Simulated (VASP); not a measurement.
## GaAs: single point with PBE

The system is GaAs.

```
CELL_PARAMETERS angstrom
0.00000 2.87269 2.92296
2.87269 0.00000 2.92296
2.87269 2.87269 0.00000
ATOMIC_POSITIONS crystal
Ga 0.00000 0.00000 0.00000
As 0.75000 0.75000 0.75000
```

This cell differs from its parent crystal: strain +0.0175 x Voigt [0, 0, 1, 0, 0, 0].

| Item | Value |
| --- | --- |
| Program | VASP 6.6.1 |
| Task | single point |
| Functional | PBE |
| Potentials or basis | VASP PAW PBE potentials, release 64 (Ga_d, As) |
| Cutoff | 520 eV |
| k mesh | 10 × 10 × 10 |
| Occupations | gaussian, width 0.03 eV |
| Spin | no spin polarisation |
| Dipole correction | no |
| Further INCAR settings | ALGO = Normal; EDIFF = 1e-06; NBANDS = 16 |

```
Pressure : -0.9 GPa
```

Stress tensor (GPa, compression positive):
```
-0.51  0.00  0.00
 0.00 -0.51  0.00
 0.00  0.00 -1.53
```

Levels at points of the mesh, in eV from the Fermi level:
```
           k point  band 6  band 7  band 8  band 9  band 10  band 11  band 12  band 13
(0.00, 0.00, 0.00)  -12.32   -0.11   -0.01   -0.01    -0.01     3.65     3.65     3.70
(0.50, 0.00, 0.00)  -10.75   -6.34   -1.15   -1.02     0.78     4.52     4.62     7.64
(0.50, 0.50, 0.00)  -10.13   -6.63   -2.43   -2.43     1.61     1.74     9.60     9.60
(0.50, 0.00, 0.50)  -10.07   -6.53   -2.54   -2.53     1.51     1.59     9.55     9.65
```

It took 63 s on 1 thread of Intel Xeon 6975P-C, on a shared host, peak memory 0.23 GiB.

Caveat: the cell differs from its parent crystal (strain +0.0175 x Voigt [0, 0, 1, 0, 0, 0]).
